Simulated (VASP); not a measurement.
**Ta2AlC2N: single point with PBE**

Ta2AlC2N:

```xyz
6
Lattice="3.6483 0.0000 0.0000 0.0000 3.2091 0.0000 0.0000 0.0000 6.0922" Properties=species:S:1:pos:R:3 pbc="T T T"
Ta    0.0000    0.0000    4.5091
Ta    0.0000    0.0000    1.5831
Al    1.8241    1.6045    0.0000
C     1.8241    0.0000    3.0461
C     0.0000    1.6045    0.0000
N     1.8241    1.6045    3.0461
```

The cell was generated, and may not be a known phase.

- Program: VASP 6.6.1
- Task: single point
- Functional: PBE
- Potentials or basis: VASP PAW PBE potentials, release 64 (Ta_pv, Al, C, N)
- Cutoff: 520 eV
- k mesh: 6 × 4 × 4
- Occupations: gaussian, width 0.1 eV
- Spin: no spin polarisation
- Dipole correction: no
- Further INCAR settings: ALGO = Normal; EDIFF = 1e-06; NBANDS = 28

* Pressure: 0.1 GPa
* Largest force: 0.014 eV/Å
* Band gap on the k mesh: zero (bands 19 and 20 overlap by 1.36 eV)

Forces in eV/Å, atoms in the order of the input:
```
Ta   0.000  0.000  0.014
Ta   0.000  0.000 -0.014
Al   0.000  0.000  0.000
C    0.000  0.000  0.000
C    0.000  0.000  0.000
N    0.000  0.000  0.000
```

Stress tensor (GPa, compression positive):
```
 0.39  0.00  0.00
 0.00 -0.11  0.00
 0.00  0.00  0.16
```

Levels at points of the mesh, in eV from the Fermi level:
| k point | band 15 | band 16 | band 17 | band 18 | band 19 | band 20 | band 21 | band 22 | band 23 | band 24 |
| --- | --- | --- | --- | --- | --- | --- | --- | --- | --- | --- |
| (0.00, 0.00, 0.00) | -4.60 | -4.03 | -2.31 | -0.79 | -0.74 | 0.64 | 1.15 | 1.38 | 1.87 | 1.98 |
| (0.50, 0.00, 0.00) | -4.49 | -3.34 | -1.46 | 0.41 | 0.46 | 0.63 | 0.68 | 1.83 | 1.94 | 2.14 |
| (0.00, 0.50, 0.00) | -4.01 | -3.65 | -2.66 | -0.82 | -0.56 | 0.93 | 1.59 | 1.89 | 1.92 | 2.54 |
| (0.50, 0.50, 0.00) | -4.18 | -3.69 | -3.32 | 0.24 | 0.72 | 1.03 | 1.46 | 2.29 | 2.33 | 2.63 |
| (0.00, 0.00, 0.50) | -4.50 | -3.46 | -2.43 | -1.04 | 0.10 | 0.94 | 1.21 | 1.25 | 1.46 | 1.51 |
| (0.50, 0.00, 0.50) | -4.27 | -2.20 | -1.73 | -0.81 | -0.03 | 0.48 | 0.71 | 0.95 | 1.26 | 1.50 |
| (0.00, 0.50, 0.50) | -4.46 | -4.34 | -1.48 | -0.33 | -0.13 | -0.05 | 0.69 | 0.98 | 1.36 | 2.23 |
| (0.50, 0.50, 0.50) | -4.10 | -3.90 | -3.32 | -2.57 | 0.23 | 1.19 | 2.04 | 2.30 | 2.35 | 3.20 |

Run time: 40 s on 1 thread of Intel(R) Xeon(R) Platinum 8488C (Sapphire Rapids), with other jobs on the host, peak memory 0.22 GiB.

Caveat: the k points lie up to 0.49 Å⁻¹ apart, too coarse for converged energies and pressures of a metal; spin-orbit coupling is left out, which moves the levels of the heavy elements.
